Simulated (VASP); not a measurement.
# GaP (F-43m) in VASP: a series of runs, part 2 of 3

VASP 6.6.1.

## (3) Single point, PBE

This run uses another cell than the first one: it holds 2 atoms, not 32.

Input file INCAR:

```
SYSTEM = GaP
PREC = Accurate ; ENCUT = 520
EDIFF = 1E-7 ; ISMEAR = 0
SIGMA = 0.1 ; LREAL = .False.
LASPH = .True. ; NELM = 100
ALGO = Normal ; ISIF = 2
LWAVE = .False. ; LCHARG = .True.
GGA = PE ; LELF = .True.
LVHAR = .True. ; NBANDS = 16
```

Input file KPOINTS:

```
Automatic mesh
0
Gamma
  6 6 6
  0 0 0
```

Input file POSCAR:

```
GaP
1.0
    0.0000000000      2.7258124945      2.7258124945
    2.7258124945      0.0000000000      2.7258124945
    2.7258124945      2.7258124945      0.0000000000
Ga P
1 1
Direct
    0.0000000000      0.0000000000      0.0000000000
    0.2500000000      0.2500000000      0.2500000000
```

Potentials or basis: VASP PAW PBE potentials, release 64 (Ga_d, P).

On the command line:

```bash
$ cat potpaw_PBE.64/Ga_d/POTCAR potpaw_PBE.64/P/POTCAR > POTCAR
$ mpirun -np 1 vasp_std > vasp.out
```

OUTCAR:

```text
SYSTEM = GaP
   PREC = Accurate
   ENCUT = 520
   EDIFF = 1E-7
   ISMEAR = 0
   LREAL = .False.
   LASPH = .True.
   NELM = 100
   ISIF = 2
   GGA = PE

 ion  position               nearest neighbor table
   1  0.000  0.000  0.000-   2 2.36   2 2.36   2 2.36   2 2.36
   2  0.250  0.250  0.250-   1 2.36   1 2.36   1 2.36   1 2.36

  LATTYP: Found a face centered cubic cell.
 ALAT       =     5.4516249890

  Lattice vectors:

 A1 = (   0.0000000000,   2.7258124945,   2.7258124945)
 A2 = (   2.7258124945,   0.0000000000,   2.7258124945)
 A3 = (   2.7258124945,   2.7258124945,   0.0000000000)

Analysis of symmetry for initial positions (statically):
=====================================================================
 Subroutine PRICEL returns:
 Original cell was already a primitive cell.

 Routine SETGRP: Setting up the symmetry group for a
 face centered cubic supercell.

 Subroutine GETGRP returns: Found 24 space group operations
 (whereof 24 operations were pure point group operations)
 out of a pool of 48 trial point group operations.

The static configuration has the point symmetry T_d .

Analysis of symmetry for dynamics (positions and initial velocities):
=====================================================================
 Subroutine PRICEL returns:
 Original cell was already a primitive cell.

 Routine SETGRP: Setting up the symmetry group for a
 face centered cubic supercell.

 Subroutine GETGRP returns: Found 24 space group operations
 (whereof 24 operations were pure point group operations)
 out of a pool of 48 trial point group operations.

The dynamic configuration has the point symmetry T_d .

 Subroutine INISYM returns: Found 24 space group operations
 (whereof 24 operations are pure point group operations),
 and found     1 'primitive' translations

----------------------------------------------------------------------------------------

                                     Primitive cell

  volume of cell :      40.5059

  direct lattice vectors                    reciprocal lattice vectors
     0.000000000  2.725812494  2.725812494    -0.183431546  0.183431546  0.183431546
     2.725812494  0.000000000  2.725812494     0.183431546 -0.183431546  0.183431546
     2.725812494  2.725812494  0.000000000     0.183431546  0.183431546 -0.183431546

  length of vectors
     3.854880998  3.854880998  3.854880998     0.317712757  0.317712757  0.317712757

  position of ions in fractional coordinates (direct lattice)
     0.000000000  0.000000000  0.000000000
     0.250000000  0.250000000  0.250000000

  ion indices of the primitive-cell ions
   primitive index   ion index
                 1           1
                 2           2

----------------------------------------------------------------------------------------

 KPOINTS: Automatic mesh

Automatic generation of k-mesh.
 Grid dimensions read from file:
 generate k-points for:    6    6    6

 Generating k-lattice:

  Cartesian coordinates                     Fractional coordinates (reciprocal lattice)
    -0.030571924  0.030571924  0.030571924     0.166666667  0.000000000  0.000000000
     0.030571924 -0.030571924  0.030571924     0.000000000  0.166666667  0.000000000
     0.030571924  0.030571924 -0.030571924     0.000000000  0.000000000  0.166666667

  Length of vectors
     0.052952126  0.052952126  0.052952126

  Shift w.r.t. Gamma in fractional coordinates (k-lattice)
     0.000000000  0.000000000  0.000000000

 Subroutine IBZKPT returns following result:
 ===========================================

 Found     16 irreducible k-points:

 Following reciprocal coordinates:
            Coordinates               Weight
  0.000000  0.000000  0.000000      1.000000
  0.166667  0.000000  0.000000      8.000000
  0.333333  0.000000  0.000000      8.000000
  0.500000  0.000000  0.000000      4.000000
  0.166667  0.166667  0.000000      6.000000
  0.333333  0.166667  0.000000     24.000000
[... 8 lines left out ...]
 -0.333333  0.333333  0.166667     24.000000
 -0.333333  0.500000  0.166667     12.000000
   k-points           NKPTS =     16   k-points in BZ     NKDIM =     16   number of bands    NBANDS=     16
   number of dos      NEDOS =    301   number of ions     NIONS =      2
   total plane-waves  NPLWV =  27000
   dimension x,y,z NGX =    30 NGY =   30 NGZ =   30
   dimension x,y,z NGXF=    60 NGYF=   60 NGZF=   60
   ions per type =               1   1
   NGX,Y,Z   is equivalent  to a cutoff of  12.94, 12.94, 12.94 a.u.
   NGXF,Y,Z  is equivalent  to a cutoff of  25.88, 25.88, 25.88 a.u.
 SYSTEM =  GaP
   PREC   = accura    normal or accurate (medium, high low for compatibility)
   ISTART =      0    job   : 0-new  1-cont  2-samecut
   ICHARG =      2    charge: 1-file 2-atom 10-const
   ISPIN  =      1    spin polarized calculation?
   LNONCOLLINEAR =      F non collinear calculations
   LSORBIT =      F    spin-orbit coupling
   LASPH  =      T    aspherical Exc in radial PAW
   ENCUT  =  520.0 eV  38.22 Ry    6.18 a.u.   7.17  7.17  7.17*2*pi/ulx,y,z
   NELM   =    100;   NELMIN=  2; NELMDL= -5     # of ELM steps
   EDIFF  = 0.1E-06   stopping-criterion for ELM
   LREAL  =      F    real-space projection
   EDIFFG = 0.1E-05   stopping-criterion for IOM
   NSW    =      0    number of steps for IOM
   IBRION =     -1    ionic relax: 0-MD 1-quasi-New 2-CG
   NFREE  =      0    steps in history (QN), initial steepest desc. (CG)
   ISIF   =      2    stress and relaxation
   ISYM   =      2    0-nonsym 1-usesym 2-fastsym
   POTIM  = 0.5000    time-step for ionic-motion
   TEBEG  =    0.0;   TEEND  =   0.0 temperature during run
   PSTRESS=    0.0 pullay stress
   NELECT =      18.0000    total number of electrons
   NUPDOWN=      -1.0000    fix difference up-down
   EMIN   =  10.00;   EMAX   =-10.00  energy-range for DOS
   EFERMI =   0.00;   METHOD = LEGACY
   ISMEAR =     0;   SIGMA  =   0.10  broadening in eV -4-tet -1-fermi 0-gaus
   EFERMI_NEDOS =   21; number of points for ismear=-14 and -15
   IALGO  =     38    algorithm
   IMIX   =      4    mixing-type and parameters
     AMIX     =   0.40;   BMIX     =  1.00
     AMIX_MAG =   1.60;   BMIX_MAG =  1.00
  volume/ion in A,a.u.               =      20.25       136.67
  Fermi-wavevector in a.u.,A,eV,Ry     =   1.249280  2.360796 21.234610  1.560700
  Thomas-Fermi vector in A             =   2.383328
   LORBIT       =      0    0 simple, 1 ext, 2 COOP (PROOUT), +10 PAW based schemes
   GGA     = PE    functional components
   LHFCALC =     F    Hartree Fock is set to
   AEXX    =    0.0000 exact exchange contribution
   IVDW    =     0    specifies the selected vdW correction
   LEPSILON=     F    determine dielectric tensor
   LRPA    =     F    only Hartree local field effects (RPA)
 non-spin polarized calculation
 Gauss-broadening in eV      SIGMA  =   0.10
  energy-cutoff  :      520.00
  volume of cell :       40.51
 maximum number of plane-waves:      1113
 NGX is ok and might be reduce to    30

 number of electron      17.9999989 magnetization

 Free energy of the ion-electron system (eV)
  ---------------------------------------------------
  ext. energy  EPLUGINS =         0.00000000
  ---------------------------------------------------
  free energy    TOTEN  =        -9.10275445 eV

  energy without entropy =       -9.10275445  energy(sigma->0) =       -9.10275445

 E-fermi :   5.0621     XC(G=0):  -9.8270

 val. band max:        4.6526890306   @ k =   0.0000   0.0000   0.0000
 cond. band min:       6.3050268835   @ k =   0.5000   0.5000   0.0000
 fundamental gap:      1.6523378529
 Fermi energy:         5.0621160024

 k-point     1 :       0.0000    0.0000    0.0000
  band No.  band energies     occupation
      1      -9.9047      2.00000
      2      -9.9047      2.00000
      3      -9.9047      2.00000
      4      -9.8054      2.00000
      5      -9.8054      2.00000
      6      -7.8356      2.00000
[... 8 lines left out ...]
     15      14.4357      0.00000
     16      14.4357      0.00000
[... 267 lines left out ...]
 k-point    16 :      -0.3333    0.5000    0.1667
  band No.  band energies     occupation
      1     -10.0079      2.00000
      2      -9.8591      2.00000
      3      -9.8447      2.00000
      4      -9.8258      2.00000
      5      -9.7922      2.00000
      6      -4.8030      2.00000
[... 8 lines left out ...]
     15      16.5539      0.00000
     16      18.2537      0.00000

------------------------ aborting loop because EDIFF is reached ----------------------------------------

  FORCE on cell =-STRESS in cart. coord.  units (eV):
  Direction    XX          YY          ZZ          XY          YZ          ZX
  --------------------------------------------------------------------------------------
  -------------------------------------------------------------------------------------
  Total        0.6202587      0.6202587      0.6202587      0.0000000      0.0000000      0.0000000
  in kB       24.5338375     24.5338375     24.5338375      0.0000000      0.0000000      0.0000000
  external PRESSURE =      24.5338375 kB  Pullay stress =       0.0000000 kB

 VOLUME and BASIS-vectors are now :
 -----------------------------------------------------------------------------
  energy-cutoff  :      520.00
  volume of cell :       40.51
      direct lattice vectors                 reciprocal lattice vectors
     0.000000000  2.725812494  2.725812494    -0.183431546  0.183431546  0.183431546
     2.725812494  0.000000000  2.725812494     0.183431546 -0.183431546  0.183431546
     2.725812494  2.725812494  0.000000000     0.183431546  0.183431546 -0.183431546

 POSITION                                       TOTAL-FORCE (eV/Angst)
 -----------------------------------------------------------------------------------
      0.00000      0.00000      0.00000         0.000000      0.000000      0.000000
      1.36291      1.36291      1.36291        -0.000000     -0.000000     -0.000000
 -----------------------------------------------------------------------------------
    total drift:                                0.000002      0.000002      0.000002

  FREE ENERGIE OF THE ION-ELECTRON SYSTEM (eV)
  ---------------------------------------------------
  free  energy   TOTEN  =        -9.1027544467 eV

  energy  without entropy=       -9.1027544467  energy(sigma->0) =       -9.10275445
```

OSZICAR:

```text
N       E                     dE             d eps       ncg     rms          rms(c)
DAV:   1     0.800499400398E+02    0.80050E+02   -0.89187E+03   536   0.162E+03
DAV:   2    -0.327992377342E+01   -0.83330E+02   -0.80163E+02   600   0.313E+02
DAV:   3    -0.928043381616E+01   -0.60005E+01   -0.59857E+01   648   0.643E+01
DAV:   4    -0.937386273426E+01   -0.93429E-01   -0.93414E-01   632   0.870E+00
DAV:   5    -0.937582621961E+01   -0.19635E-02   -0.19634E-02   616   0.112E+00    0.425E+00
DAV:   6    -0.912947499915E+01    0.24635E+00   -0.37850E-01   800   0.105E+01    0.282E+00
DAV:   7    -0.910183070581E+01    0.27644E-01   -0.96763E-02   640   0.209E+00    0.112E+00
DAV:   8    -0.910219624420E+01   -0.36554E-03   -0.13736E-02   616   0.142E+00    0.200E-01
DAV:   9    -0.910260907765E+01   -0.41283E-03   -0.13313E-03   608   0.506E-01    0.812E-02
DAV:  10    -0.910268209149E+01   -0.73014E-04   -0.11330E-04   784   0.119E-01    0.394E-02
DAV:  11    -0.910275448704E+01   -0.72396E-04   -0.98847E-05   552   0.829E-02    0.523E-03
DAV:  12    -0.910275411099E+01    0.37606E-06   -0.28486E-06   680   0.215E-02    0.329E-03
DAV:  13    -0.910275441329E+01   -0.30231E-06   -0.85670E-07   664   0.773E-03    0.193E-03
DAV:  14    -0.910275444671E+01   -0.33420E-07   -0.25796E-08   496   0.124E-03
   1 F= -.91027544E+01 E0= -.91027544E+01  d E =-.411128E-10
```

stdout:

```text
POSCAR found type information on POSCAR GaP
 POSCAR found :  2 types and       2 ions
 scaLAPACK will be used
 LDA part: xc-table for (Slater+PW92), standard interpolation
 POSCAR, INCAR and KPOINTS ok, starting setup
 FFT: planning ... GRIDC
 FFT: planning ... GRID_SOFT
 FFT: planning ... GRID
 WAVECAR not read
 entering main loop
```

Run time: 6.9 s. Hardware: 1 thread of Intel Xeon 6975P-C (Granite Rapids), shared host; peak memory 0.17 GiB.

What came out:

| Quantity | Value |
| --- | --- |
| Free energy | -9.1028 eV |
| Pressure | 2.5 GPa |
| Band gap on the k mesh | 1.65 eV, indirect (least direct gap 1.82 eV) |

Levels at points of the mesh, in eV from the valence-band top:
```tsv
k point	band 5	band 6	band 7	band 8	band 9	band 10	band 11	band 12	band 13	band 14
(0.00, 0.00, 0.00)	-14.46	-12.49	0.00	0.00	0.00	1.82	3.88	3.88	3.88	8.80
(0.50, 0.00, 0.00)	-14.45	-10.42	-6.63	-1.12	-1.12	1.67	4.72	4.72	8.28	10.89
(0.50, 0.50, 0.00)	-14.44	-9.52	-6.75	-2.68	-2.68	1.65	1.82	10.59	10.59	11.19
```

A k mesh can miss the band edges. Expect the measured gap to be larger: semilocal functionals such as PBE lack the derivative discontinuity.

## (4) Single point, PBE

This run uses another cell than the first one: it holds 16 atoms, not 32.

Input file INCAR:

```
PREC     = Accurate       # precision mode
ENCUT    = 520            # plane-wave cutoff, eV
EDIFF    = 1E-7           # SCF threshold, eV
ISMEAR   = 0              # smearing method
SIGMA    = 0.01           # smearing width, eV
LREAL    = Auto         
LASPH    = T              # aspherical terms in the spheres
NELM     = 80             # most SCF steps
ALGO     = Normal         # electronic algorithm
ISIF     = 2              # what is computed and relaxed
LWAVE    = F              # write WAVECAR
LCHARG   = T              # write CHGCAR
GGA      = PE             # functional
LELF     = T              # ELF
LVHAR    = T            
NBANDS   = 86             # bands
```

Input file KPOINTS:

```
Automatic mesh
0
Gamma
  1 1 1
```

Input file POSCAR:

```
GaP
1.0
    0.0000000000      5.5051169764     -5.5051169764
    5.5051169764      5.5051169764      0.0000000000
    5.5051169764      0.0000000000     -5.5051169764
Ga P
8 8
Direct
    0.5000000000      0.5000000000      0.0000000000
    0.5000000000      0.0000000000      0.0000000000
    1.0000000000      0.5000000000      0.0000000000
    1.0000000000      0.0000000000      0.0000000000
    0.5000000000      0.5000000000      0.5000000000
    0.5000000000      0.0000000000      0.5000000000
    1.0000000000      0.5000000000      0.5000000000
    1.0000000000      0.0000000000      0.5000000000
    0.3750000000      0.3750000000      0.3750000000
    0.3750000000      0.8750000000      0.3750000000
    0.8750000000      0.3750000000      0.3750000000
    0.8750000000      0.8750000000      0.3750000000
    0.3750000000      0.3750000000      0.8750000000
    0.3750000000      0.8750000000      0.8750000000
    0.8750000000      0.3750000000      0.8750000000
    0.8750000000      0.8750000000      0.8750000000
```

On the command line:

```bash
$ cat potpaw_PBE.64/Ga_d/POTCAR potpaw_PBE.64/P/POTCAR > POTCAR
$ mpirun -np 1 vasp_gam > vasp.out
```

It took 91 s on 1 thread of Intel Xeon Platinum 8488C (Sapphire Rapids), shared host; peak memory 0.45 GiB.

Results (log left out):

- Free energy: -55.5684 eV
- Pressure: 6.4 GPa
- Band gap on the k mesh: 1.44 eV

Levels at points of the mesh, in eV from the valence-band top:
| k point | band 69 | band 70 | band 71 | band 72 | band 73 | band 74 | band 75 | band 76 |
| --- | --- | --- | --- | --- | --- | --- | --- | --- |
| (0.00, 0.00, 0.00) | -1.13 | 0.00 | 0.00 | 0.00 | 1.44 | 1.44 | 1.44 | 1.44 |

Caveat: the k points lie up to 0.99 Å⁻¹ apart. PBE gaps usually lie below the measured ones, often by a third to a half.

(Continued in part 3 of 3.)
